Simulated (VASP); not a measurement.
Here is a VASP 6.6.1 calculation.

Contents of INCAR:

```
PREC = Accurate ; ENCUT = 520
EDIFF = 1E-6 ; ISMEAR = -1
SIGMA = 0.03 ; LREAL = F
LASPH = T ; NELM = 80
ALGO = Normal ; ISIF = 2
LWAVE = F ; LCHARG = F
GGA = PS ; NBANDS = 26
```

KPOINTS

```
Automatic mesh
0
Gamma
  8 8 8
```

File POSCAR:

```
CuI
1.0
   -1.8819458716      1.8819458716      7.6846544524
    1.8819458716     -1.8819458716      7.6846544524
    1.8819458716      1.8819458716     -7.6846544524
Cu I
2 2
Direct
    0.8014997582      0.8014997582      0.0000000000
    0.1985002418      0.1985002418      0.0000000000
    0.6363263836      0.6363263836      0.0000000000
    0.3636736164      0.3636736164      0.0000000000
```

Potentials or basis: VASP PAW PBE potentials, release 64 (Cu, I).

Command:

```bash
$ cat potpaw_PBE.64/Cu/POTCAR potpaw_PBE.64/I/POTCAR > POTCAR
$ mpirun -np 1 vasp_std > vasp.out
```

Question: Predict the pressure.

Answer: 0.1 GPa.

Question: What does it give for the band gap on the k mesh?

Answer: 0.23 eV (least direct gap 1.14 eV).

Question: Estimate the largest force.

Answer: 0.015 eV/Å.

Forces in eV/Å, atoms in the order of the input:
```
Cu   0.000  0.000  0.009
Cu   0.000  0.000 -0.009
I    0.000  0.000 -0.015
I    0.000  0.000  0.015
```

Caveat: semilocal functionals underestimate gaps, and a narrow one can read as zero; the PAW data sets were made with another functional, which shifts forces and pressure a little; spin-orbit coupling is left out, which moves the levels of the heavy elements. A k mesh can miss the band edges.
